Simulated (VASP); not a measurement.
# HCl in VASP: further runs

Runs on HCl. Level: PBE+D3(BJ). Tasks: single point.

All numbers are computed with VASP 6.6.1; they aren't measurements. Logs are shortened: lines on timing, memory, paths and dates and some standing lists are left out, and cuts for length are marked.

**1. The cell of the first run**

The cell holds a disordered packing, 20 atoms: a = 7.714 Å, b = 7.714 Å, c = 7.714 Å, α = 90.00°, β = 90.00°, γ = 90.00°.

**2. Single point, PBE+D3(BJ)**

Contents of INCAR:

```
SYSTEM = HCl
  PREC = Accurate
  ENCUT = 520
  EDIFF = 1E-7
  ISMEAR = -1
  SIGMA = 0.05
  LREAL = Auto
  LASPH = .True.
  NELM = 100
  ALGO = Normal
  ISIF = 2
  LWAVE = .False.
  LCHARG = .True.
  GGA = PE
  IVDW = 12
  LELF = .True.
  LVHAR = .True.
  NBANDS = 56
```

Contents of KPOINTS:

```
regular mesh
0
Gamma
  1 1 1
  0 0 0
```

Contents of POSCAR:

```
HCl
1.0
    7.7138450000      0.0000000000      0.0000000000
    0.0000000000      7.7138450000      0.0000000000
    0.0000000000      0.0000000000      7.7138450000
Cl H
10 10
Direct
    0.3675858149      1.0100669640      0.7685661301
    0.6950748946      0.9689720237      0.3940188064
    0.3737435741      0.2639280411      0.2117102431
    0.1665058087      0.8251656599      0.3509404195
    0.8150410074      0.7401367282      0.7488872281
    0.9687905318      0.3197108576      0.4773883841
    0.4660581072      0.5089938934      0.6237097064
    0.2159364104      0.6011398985      0.9799263532
    0.7387366482      0.5354268850      0.1588312962
    0.9619975512      0.1190716173      1.0033517656
    0.4399621719      1.0257919364      0.9181543057
    0.7689420775      1.1096541349      0.3872128621
    0.3113103776      0.3833496784      0.0934164480
    0.0224531346      0.8333198295      0.4389380393
    0.6606951527      0.7774592308      0.7140019018
    0.8938732889      0.4346859446      0.3717990185
    0.3995543079      0.4064380345      0.5132200608
    0.2852144423      0.5924282897      0.8220154800
    0.6304637959      0.4123494833      0.1567830310
    0.9281104300     -0.0287534945      0.9260103100
```

Potentials or basis: VASP PAW PBE potentials, release 64 (Cl, H).

Command:

```sh
$ cat potpaw_PBE.64/Cl/POTCAR potpaw_PBE.64/H/POTCAR > POTCAR
$ mpirun -np 1 vasp_gam > vasp.out
```

OUTCAR:

```text
SYSTEM = HCl
   PREC = Accurate
   ENCUT = 520
   EDIFF = 1E-7
   ISMEAR = -1
   LREAL = Auto
   LASPH = .True.
   NELM = 100
   ISIF = 2
   GGA = PE
   IVDW = 12
 IVDW          = 12

 ion  position               nearest neighbor table
   1  0.368  0.010  0.769-  11 1.29
   2  0.695  0.969  0.394-  12 1.23
   3  0.374  0.264  0.212-  13 1.38
   4  0.167  0.825  0.351-  14 1.30
   5  0.815  0.740  0.749-  15 1.25
   6  0.969  0.320  0.477-  16 1.34
[... 12 lines left out ...]
  19  0.630  0.412  0.157-   9 1.26
  20  0.928  0.971  0.926-  10 1.31

  LATTYP: Found a simple cubic cell.
 ALAT       =     7.7138450000

  Lattice vectors:

 A1 = (   7.7138450000,   0.0000000000,   0.0000000000)
 A2 = (   0.0000000000,   7.7138450000,   0.0000000000)
 A3 = (   0.0000000000,   0.0000000000,   7.7138450000)

Analysis of symmetry for initial positions (statically):
=====================================================================
 Subroutine PRICEL returns:
 Original cell was already a primitive cell.

 Routine SETGRP: Setting up the symmetry group for a
 simple cubic supercell.

 Subroutine GETGRP returns: Found  1 space group operations
 (whereof  1 operations were pure point group operations)
 out of a pool of 48 trial point group operations.

The static configuration has the point symmetry C_1 .

Analysis of symmetry for dynamics (positions and initial velocities):
=====================================================================
 Subroutine PRICEL returns:
 Original cell was already a primitive cell.

 Routine SETGRP: Setting up the symmetry group for a
 simple cubic supercell.

 Subroutine GETGRP returns: Found  1 space group operations
 (whereof  1 operations were pure point group operations)
 out of a pool of 48 trial point group operations.

The dynamic configuration has the point symmetry C_1 .

 Subroutine INISYM returns: Found  1 space group operations
 (whereof  1 operations are pure point group operations),
 and found     1 'primitive' translations

----------------------------------------------------------------------------------------

                                     Primitive cell

  volume of cell :     459.0000

  direct lattice vectors                    reciprocal lattice vectors
     7.713845000  0.000000000  0.000000000     0.129637036  0.000000000  0.000000000
     0.000000000  7.713845000  0.000000000     0.000000000  0.129637036  0.000000000
     0.000000000  0.000000000  7.713845000     0.000000000  0.000000000  0.129637036

  length of vectors
     7.713845000  7.713845000  7.713845000     0.129637036  0.129637036  0.129637036

  position of ions in fractional coordinates (direct lattice)
     0.367585815  0.010066964  0.768566130
     0.695074895  0.968972024  0.394018806
     0.373743574  0.263928041  0.211710243
     0.166505809  0.825165660  0.350940419
     0.815041007  0.740136728  0.748887228
     0.968790532  0.319710858  0.477388384
[... 12 lines left out ...]
     0.630463796  0.412349483  0.156783031
     0.928110430  0.971246505  0.926010310

  ion indices of the primitive-cell ions
   primitive index   ion index
                 1           1
                 2           2
                 3           3
                 4           4
                 5           5
                 6           6
[... 12 lines left out ...]
                19          19
                20          20

----------------------------------------------------------------------------------------

 KPOINTS: regular mesh

Automatic generation of k-mesh.
 Grid dimensions read from file:
 generate k-points for:    1    1    1

 Generating k-lattice:

  Cartesian coordinates                     Fractional coordinates (reciprocal lattice)
     0.129637036  0.000000000  0.000000000     1.000000000  0.000000000  0.000000000
     0.000000000  0.129637036  0.000000000     0.000000000  1.000000000  0.000000000
     0.000000000  0.000000000  0.129637036     0.000000000  0.000000000  1.000000000

  Length of vectors
     0.129637036  0.129637036  0.129637036

  Shift w.r.t. Gamma in fractional coordinates (k-lattice)
     0.000000000  0.000000000  0.000000000

 Subroutine IBZKPT returns following result:
 ===========================================

 Found      1 irreducible k-points:

 Following reciprocal coordinates:
            Coordinates               Weight
  0.000000  0.000000  0.000000      1.000000
   k-points           NKPTS =      1   k-points in BZ     NKDIM =      1   number of bands    NBANDS=     56
   number of dos      NEDOS =    301   number of ions     NIONS =     20
   total plane-waves  NPLWV = 216000
   dimension x,y,z NGX =    60 NGY =   60 NGZ =   60
   dimension x,y,z NGXF=   120 NGYF=  120 NGZF=  120
   ions per type =              10  10
   NGX,Y,Z   is equivalent  to a cutoff of  12.93, 12.93, 12.93 a.u.
   NGXF,Y,Z  is equivalent  to a cutoff of  25.86, 25.86, 25.86 a.u.
 SYSTEM =  HCl
   PREC   = accura    normal or accurate (medium, high low for compatibility)
   ISTART =      0    job   : 0-new  1-cont  2-samecut
   ICHARG =      2    charge: 1-file 2-atom 10-const
   ISPIN  =      1    spin polarized calculation?
   LNONCOLLINEAR =      F non collinear calculations
   LSORBIT =      F    spin-orbit coupling
   LASPH  =      T    aspherical Exc in radial PAW
   ENCUT  =  520.0 eV  38.22 Ry    6.18 a.u.  14.34 14.34 14.34*2*pi/ulx,y,z
   NELM   =    100;   NELMIN=  2; NELMDL= -5     # of ELM steps
   EDIFF  = 0.1E-06   stopping-criterion for ELM
   LREAL  =      T    real-space projection
   EDIFFG = 0.1E-05   stopping-criterion for IOM
   NSW    =      0    number of steps for IOM
   IBRION =     -1    ionic relax: 0-MD 1-quasi-New 2-CG
   NFREE  =      0    steps in history (QN), initial steepest desc. (CG)
   ISIF   =      2    stress and relaxation
   ISYM   =      2    0-nonsym 1-usesym 2-fastsym
   POTIM  = 0.5000    time-step for ionic-motion
   TEBEG  =    0.0;   TEEND  =   0.0 temperature during run
   PSTRESS=    0.0 pullay stress
   NELECT =      80.0000    total number of electrons
   NUPDOWN=      -1.0000    fix difference up-down
   EMIN   =  10.00;   EMAX   =-10.00  energy-range for DOS
   EFERMI =   0.00;   METHOD = LEGACY
   ISMEAR =    -1;   SIGMA  =   0.05  broadening in eV -4-tet -1-fermi 0-gaus
   EFERMI_NEDOS =   21; number of points for ismear=-14 and -15
   IALGO  =     38    algorithm
   IMIX   =      4    mixing-type and parameters
     AMIX     =   0.40;   BMIX     =  1.00
     AMIX_MAG =   1.60;   BMIX_MAG =  1.00
  volume/ion in A,a.u.               =      22.95       154.87
  Fermi-wavevector in a.u.,A,eV,Ry     =   0.914465  1.728089 11.377829  0.836247
  Thomas-Fermi vector in A             =   2.039095
   LORBIT       =      0    0 simple, 1 ext, 2 COOP (PROOUT), +10 PAW based schemes
   GGA     = PE    functional components
   LHFCALC =     F    Hartree Fock is set to
   AEXX    =    0.0000 exact exchange contribution
   IVDW    =    12    specifies the selected vdW correction
   LEPSILON=     F    determine dielectric tensor
   LRPA    =     F    only Hartree local field effects (RPA)
 non-spin polarized calculation
  energy-cutoff  :      520.00
  volume of cell :      459.00
 maximum number of plane-waves:      6147
 NGX is ok and might be reduce to    60
   NGX = 29   NGY = 29   NGZ = 29

 number of electron      80.0000004 magnetization

 Free energy of the ion-electron system (eV)
  ---------------------------------------------------
  ext. energy  EPLUGINS =         0.00000000
  ---------------------------------------------------
  free energy    TOTEN  =       -61.40014433 eV

  energy without entropy =      -61.40014433  energy(sigma->0) =      -61.40014433

 E-fermi :  -1.6980     XC(G=0):  -6.4954

 val. band max:       -2.9523515027   @ k =   0.0000   0.0000   0.0000
 cond. band min:       2.2735816375   @ k =   0.0000   0.0000   0.0000
 fundamental gap:      5.2259331402
 Fermi energy:        -1.6979940573

 k-point     1 :       0.0000    0.0000    0.0000
  band No.  band energies     occupation
      1     -17.5683      2.00000
      2     -17.3009      2.00000
      3     -17.2574      2.00000
      4     -17.1398      2.00000
      5     -16.9552      2.00000
      6     -16.8542      2.00000
[... 44 lines left out ...]
     51       5.3756      0.00000
     52       5.7091      0.00000
 [bands above 52 left out]

------------------------ aborting loop because EDIFF is reached ----------------------------------------

 Edisp (eV)   -1.38690

 E8    (eV) :    -0.4144

  FORCE on cell =-STRESS in cart. coord.  units (eV):
  Direction    XX          YY          ZZ          XY          YZ          ZX
  --------------------------------------------------------------------------------------
  -------------------------------------------------------------------------------------
  Total       2.40416     2.67057    -0.55207     2.57029     0.60038     0.22072
  in kB       8.39193     9.32185    -1.92704     8.97181     2.09566     0.77043
  external pressure =        5.26 kB  Pullay stress =        0.00 kB

 VOLUME and BASIS-vectors are now :
 -----------------------------------------------------------------------------
  energy-cutoff  :      520.00
  volume of cell :      459.00
      direct lattice vectors                 reciprocal lattice vectors
     7.713845000  0.000000000  0.000000000     0.129637036  0.000000000  0.000000000
     0.000000000  7.713845000  0.000000000     0.000000000  0.129637036  0.000000000
     0.000000000  0.000000000  7.713845000     0.000000000  0.000000000  0.129637036

 POSITION                                       TOTAL-FORCE (eV/Angst)
 -----------------------------------------------------------------------------------
      2.83550      0.07765      5.92860         0.129486     -0.097277     -0.083631
      5.36170      7.47450      3.03940        -1.292056     -2.067826     -0.123275
      2.88300      2.03590      1.63310        -0.219047      0.616392     -0.845362
      1.28440      6.36520      2.70710        -0.332617     -0.046771      0.337433
      6.28710      5.70930      5.77680         1.259368     -0.360074      0.386382
      7.47310      2.46620      3.68250        -0.231402      0.568668     -0.266354
[... 12 lines left out ...]
      4.86330      3.18080      1.20940        -0.779499     -0.867654      0.085359
      7.15930      7.49205      7.14310         0.053545      0.470339      0.207710
 -----------------------------------------------------------------------------------
    total drift:                               -0.001987     -0.000410     -0.001510

  FREE ENERGIE OF THE ION-ELECTRON SYSTEM (eV)
  ---------------------------------------------------
  free  energy   TOTEN  =       -62.7870429588 eV

  energy  without entropy=      -62.7870429588  energy(sigma->0) =      -62.78704296
```

Wall time 64 s (1 thread of Intel Xeon Platinum 8259CL at 2.50GHz (Skylake/Cascade Lake), shared host); peak memory 0.44 GiB.

Results:

```
Free energy                : -62.7870 eV
Pressure                   : 0.5 GPa
Largest force              : 2.441 eV/Å
Dispersion energy per atom : -0.069 eV
```

Forces in eV/Å, atoms in the order of the input:
```
Cl   0.129 -0.097 -0.084
Cl  -1.292 -2.068 -0.123
Cl  -0.219  0.616 -0.845
Cl  -0.333 -0.047  0.337
Cl   1.259 -0.360  0.386
Cl  -0.231  0.569 -0.266
Cl   0.386  0.313  0.366
Cl   0.104  0.089 -0.545
Cl   0.758  0.956 -0.024
Cl  -0.183 -0.406 -0.255
H   -0.067  0.073  0.081
H    1.213  2.053 -0.012
H    0.318 -0.661  0.861
H    0.276  0.011 -0.214
H   -1.015  0.479 -0.266
H    0.269 -0.535  0.359
H   -0.437 -0.409 -0.558
H   -0.211 -0.179  0.508
H   -0.779 -0.868  0.085
H    0.054  0.470  0.208
```

Caveat: the k points lie up to 0.81 Å⁻¹ apart, too coarse for converged energies, forces and pressures; the atoms stand as in a frame of molecular dynamics.

(Part 1 of 2 ends here.)
